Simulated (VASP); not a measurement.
# Hf (Pm-3m) in VASP: notebook, part 2 of 2

VASP 6.6.1. Earlier steps stand in the parts before.

### 3 Single point, PBEsol+D3(BJ)

This run uses another cell than the first one, of 24.64 Å³/atom, 1.105 times its volume.

Input file INCAR:

```
SYSTEM = Hf
ALGO = Normal ; EDIFF = 1E-6
ENCUT = 520 ; GGA = PS
ISIF = 2 ; ISMEAR = 0
IVDW = 12 ; LASPH = .True.
LCHARG = .False. ; LREAL = .False.
LWAVE = .False. ; NBANDS = 11
NELM = 100 ; PREC = Accurate
SIGMA = 0.1
```

Input file KPOINTS:

```
k-points
0
Gamma
  6 6 6
  0 0 0
```

Input file POSCAR:

```
Hf
1.0
    2.9100000000      0.0000000000      0.0000000000
    0.0000000000      2.9100000000      0.0000000000
    0.0000000000      0.0000000000      2.9100000000
Hf
1
Direct
    0.0000000000      0.0000000000      0.0000000000
```

Potentials or basis: VASP PAW PBE potentials, release 64 (Hf_pv).

Command:

```console
> cat potpaw_PBE.64/Hf_pv/POTCAR > POTCAR
> mpirun -np 1 vasp_std > vasp.out
```

OUTCAR:

```text
SYSTEM = Hf
   EDIFF = 1E-6
   ENCUT = 520
   GGA = PS
   ISIF = 2
   ISMEAR = 0
   IVDW = 12
   LASPH = .True.
   LREAL = .False.
   NELM = 100
   PREC = Accurate
 IVDW          = 12

 ion  position               nearest neighbor table
   1  0.000  0.000  0.000-

  LATTYP: Found a simple cubic cell.
 ALAT       =     2.9100000000

  Lattice vectors:

 A1 = (   2.9100000000,   0.0000000000,   0.0000000000)
 A2 = (   0.0000000000,   2.9100000000,   0.0000000000)
 A3 = (   0.0000000000,   0.0000000000,   2.9100000000)

Analysis of symmetry for initial positions (statically):
=====================================================================
 Subroutine PRICEL returns:
 Original cell was already a primitive cell.

 Routine SETGRP: Setting up the symmetry group for a
 simple cubic supercell.

 Subroutine GETGRP returns: Found 48 space group operations
 (whereof 48 operations were pure point group operations)
 out of a pool of 48 trial point group operations.

The static configuration has the point symmetry O_h .

Analysis of symmetry for dynamics (positions and initial velocities):
=====================================================================
 Subroutine PRICEL returns:
 Original cell was already a primitive cell.

 Routine SETGRP: Setting up the symmetry group for a
 simple cubic supercell.

 Subroutine GETGRP returns: Found 48 space group operations
 (whereof 48 operations were pure point group operations)
 out of a pool of 48 trial point group operations.

The dynamic configuration has the point symmetry O_h .

 Subroutine INISYM returns: Found 48 space group operations
 (whereof 48 operations are pure point group operations),
 and found     1 'primitive' translations

----------------------------------------------------------------------------------------

                                     Primitive cell

  volume of cell :      24.6422

  direct lattice vectors                    reciprocal lattice vectors
     2.910000000  0.000000000  0.000000000     0.343642612  0.000000000  0.000000000
     0.000000000  2.910000000  0.000000000     0.000000000  0.343642612  0.000000000
     0.000000000  0.000000000  2.910000000     0.000000000  0.000000000  0.343642612

  length of vectors
     2.910000000  2.910000000  2.910000000     0.343642612  0.343642612  0.343642612

  position of ions in fractional coordinates (direct lattice)
     0.000000000  0.000000000  0.000000000

  ion indices of the primitive-cell ions
   primitive index   ion index
                 1           1

----------------------------------------------------------------------------------------

 KPOINTS: k-points

Automatic generation of k-mesh.
 Grid dimensions read from file:
 generate k-points for:    6    6    6

 Generating k-lattice:

  Cartesian coordinates                     Fractional coordinates (reciprocal lattice)
     0.057273769  0.000000000  0.000000000     0.166666667  0.000000000  0.000000000
     0.000000000  0.057273769  0.000000000     0.000000000  0.166666667  0.000000000
     0.000000000  0.000000000  0.057273769     0.000000000  0.000000000  0.166666667

  Length of vectors
     0.057273769  0.057273769  0.057273769

  Shift w.r.t. Gamma in fractional coordinates (k-lattice)
     0.000000000  0.000000000  0.000000000

 Subroutine IBZKPT returns following result:
 ===========================================

 Found     20 irreducible k-points:

 Following reciprocal coordinates:
            Coordinates               Weight
  0.000000  0.000000  0.000000      1.000000
  0.166667  0.000000  0.000000      6.000000
  0.333333  0.000000  0.000000      6.000000
  0.500000  0.000000  0.000000      3.000000
  0.166667  0.166667  0.000000     12.000000
  0.333333  0.166667  0.000000     24.000000
[... 12 lines left out ...]
  0.500000  0.500000  0.333333      6.000000
  0.500000  0.500000  0.500000      1.000000
   k-points           NKPTS =     20   k-points in BZ     NKDIM =     20   number of bands    NBANDS=     11
   number of dos      NEDOS =    301   number of ions     NIONS =      1
   total plane-waves  NPLWV =  13824
   dimension x,y,z NGX =    24 NGY =   24 NGZ =   24
   dimension x,y,z NGXF=    48 NGYF=   48 NGZF=   48
   ions per type =               1
   NGX,Y,Z   is equivalent  to a cutoff of  13.71, 13.71, 13.71 a.u.
   NGXF,Y,Z  is equivalent  to a cutoff of  27.42, 27.42, 27.42 a.u.
 SYSTEM =  Hf
   PREC   = accura    normal or accurate (medium, high low for compatibility)
   ISTART =      0    job   : 0-new  1-cont  2-samecut
   ICHARG =      2    charge: 1-file 2-atom 10-const
   ISPIN  =      1    spin polarized calculation?
   LNONCOLLINEAR =      F non collinear calculations
   LSORBIT =      F    spin-orbit coupling
   LASPH  =      T    aspherical Exc in radial PAW
   ENCUT  =  520.0 eV  38.22 Ry    6.18 a.u.   5.41  5.41  5.41*2*pi/ulx,y,z
   NELM   =    100;   NELMIN=  2; NELMDL= -5     # of ELM steps
   EDIFF  = 0.1E-05   stopping-criterion for ELM
   LREAL  =      F    real-space projection
   EDIFFG = 0.1E-04   stopping-criterion for IOM
   NSW    =      0    number of steps for IOM
   IBRION =     -1    ionic relax: 0-MD 1-quasi-New 2-CG
   NFREE  =      0    steps in history (QN), initial steepest desc. (CG)
   ISIF   =      2    stress and relaxation
   ISYM   =      2    0-nonsym 1-usesym 2-fastsym
   POTIM  = 0.5000    time-step for ionic-motion
   TEBEG  =    0.0;   TEEND  =   0.0 temperature during run
   PSTRESS=    0.0 pullay stress
   NELECT =      10.0000    total number of electrons
   NUPDOWN=      -1.0000    fix difference up-down
   EMIN   =  10.00;   EMAX   =-10.00  energy-range for DOS
   EFERMI =   0.00;   METHOD = LEGACY
   ISMEAR =     0;   SIGMA  =   0.10  broadening in eV -4-tet -1-fermi 0-gaus
   EFERMI_NEDOS =   21; number of points for ismear=-14 and -15
   IALGO  =     38    algorithm
   IMIX   =      4    mixing-type and parameters
     AMIX     =   0.40;   BMIX     =  1.00
     AMIX_MAG =   1.60;   BMIX_MAG =  1.00
  volume/ion in A,a.u.               =      24.64       166.29
  Fermi-wavevector in a.u.,A,eV,Ry     =   1.212035  2.290414 19.987352  1.469029
  Thomas-Fermi vector in A             =   2.347532
   LORBIT       =      0    0 simple, 1 ext, 2 COOP (PROOUT), +10 PAW based schemes
   GGA     = PS    functional components
   LHFCALC =     F    Hartree Fock is set to
   AEXX    =    0.0000 exact exchange contribution
   IVDW    =    12    specifies the selected vdW correction
   LEPSILON=     F    determine dielectric tensor
   LRPA    =     F    only Hartree local field effects (RPA)
 non-spin polarized calculation
 Gauss-broadening in eV      SIGMA  =   0.10
  energy-cutoff  :      520.00
  volume of cell :       24.64
 maximum number of plane-waves:       691
 NGX is ok and might be reduce to    24
   NGX = 11   NGY = 11   NGZ = 11

 number of electron      10.0000004 magnetization

 Free energy of the ion-electron system (eV)
  ---------------------------------------------------
  ext. energy  EPLUGINS =         0.00000000
  ---------------------------------------------------
  free energy    TOTEN  =        -9.35263928 eV

  energy without entropy =       -9.34073252  energy(sigma->0) =       -9.34668590

 E-fermi :   3.6550     XC(G=0): -10.8650

 val. band max:        3.6234523261   @ k =   0.5000   0.0000   0.0000
 cond. band min:       3.7689453046   @ k =   0.3333   0.3333   0.3333
 fundamental gap:      0.1454929785
 Fermi energy:         3.6549997036

 k-point     1 :       0.0000    0.0000    0.0000
  band No.  band energies     occupation
      1     -26.2426      2.00000
      2     -26.2426      2.00000
      3     -26.2426      2.00000
      4      -2.8225      2.00000
      5       2.2527      2.00000
      6       2.2527      2.00000
      7      10.1622      0.00000
      8      10.1622      0.00000
      9      10.1622      0.00000
     10      16.5483      0.00000
     11      16.5483      0.00000
[... 253 lines left out ...]
 k-point    20 :       0.5000    0.5000    0.5000
  band No.  band energies     occupation
      1     -26.9358      2.00000
      2     -26.9358      2.00000
      3     -26.9358      2.00000
      4       2.3892      2.00000
      5       2.3892      2.00000
      6       2.3892      2.00000
      7      10.6250      0.00000
      8      12.6693      0.00000
      9      12.6693      0.00000
     10      13.6210      0.00000
     11      13.6210      0.00000

------------------------ aborting loop because EDIFF is reached ----------------------------------------

 Edisp (eV)   -0.46377

 E8    (eV) :    -0.3501

  FORCE on cell =-STRESS in cart. coord.  units (eV):
  Direction    XX          YY          ZZ          XY          YZ          ZX
  --------------------------------------------------------------------------------------
  -------------------------------------------------------------------------------------
  Total      -0.95165    -0.95165    -0.95165    -0.00000    -0.00000     0.00000
  in kB     -61.87419   -61.87419   -61.87419    -0.00000    -0.00000     0.00000
  external pressure =      -61.87 kB  Pullay stress =        0.00 kB

 VOLUME and BASIS-vectors are now :
 -----------------------------------------------------------------------------
  energy-cutoff  :      520.00
  volume of cell :       24.64
      direct lattice vectors                 reciprocal lattice vectors
     2.910000000  0.000000000  0.000000000     0.343642612  0.000000000  0.000000000
     0.000000000  2.910000000  0.000000000     0.000000000  0.343642612  0.000000000
     0.000000000  0.000000000  2.910000000     0.000000000  0.000000000  0.343642612

 POSITION                                       TOTAL-FORCE (eV/Angst)
 -----------------------------------------------------------------------------------
      0.00000      0.00000      0.00000         0.000000      0.000000      0.000000
 -----------------------------------------------------------------------------------
    total drift:                                0.000000      0.000000      0.000000

  FREE ENERGIE OF THE ION-ELECTRON SYSTEM (eV)
  ---------------------------------------------------
  free  energy   TOTEN  =        -9.8164119693 eV

  energy  without entropy=       -9.8045052063  energy(sigma->0) =       -9.81045859
```

stdout:

```text
POSCAR found type information on POSCAR Hf
 POSCAR found :  1 types and       1 ions
 scaLAPACK will be used
 -----------------------------------------------------------------------------
|                                                                             |
|                                                                             |
|     You enforced a specific xc type in the INCAR file but a different       |
|     I HOPE YOU KNOW WHAT YOU ARE DOING!                                     |
|                                                                             |
 -----------------------------------------------------------------------------

 LDA part: xc-table for (Slater+PW92), standard interpolation
 POSCAR, INCAR and KPOINTS ok, starting setup
 FFT: planning ... GRIDC
 FFT: planning ... GRID_SOFT
 FFT: planning ... GRID
 WAVECAR not read
 entering main loop
```

Wall time 2.2 s (1 thread of Intel Xeon 6975P-C (Granite Rapids), shared host); peak memory 0.14 GiB.

Results:

- Free energy: -9.8164 eV
- Pressure: -6.2 GPa
- Band gap on the k mesh: zero (band 5 reaches 4.42 eV, above the bottom of band 6 at 2.25 eV)
- Dispersion energy per atom: -0.464 eV

Levels at points of the mesh, in eV from the Fermi level:
```csv
k point,band 3,band 4,band 5,band 6,band 7,band 8
"(0.00, 0.00, 0.00)",-29.90,-6.48,-1.40,-1.40,6.51,6.51
"(0.50, 0.00, 0.00)",-29.81,-3.14,-0.50,-0.03,3.08,3.08
"(0.50, 0.50, 0.00)",-29.73,-2.82,-0.62,3.81,3.81,4.48
"(0.50, 0.50, 0.50)",-30.59,-1.27,-1.27,-1.27,6.97,9.01
```

Caveat: three body term missing; the PAW data sets were made with another functional, which shifts forces and pressure a little; spin-orbit coupling is left out, which moves the levels of the heavy elements; pairwise dispersion overbinds metals, which lowers pressure and volume.
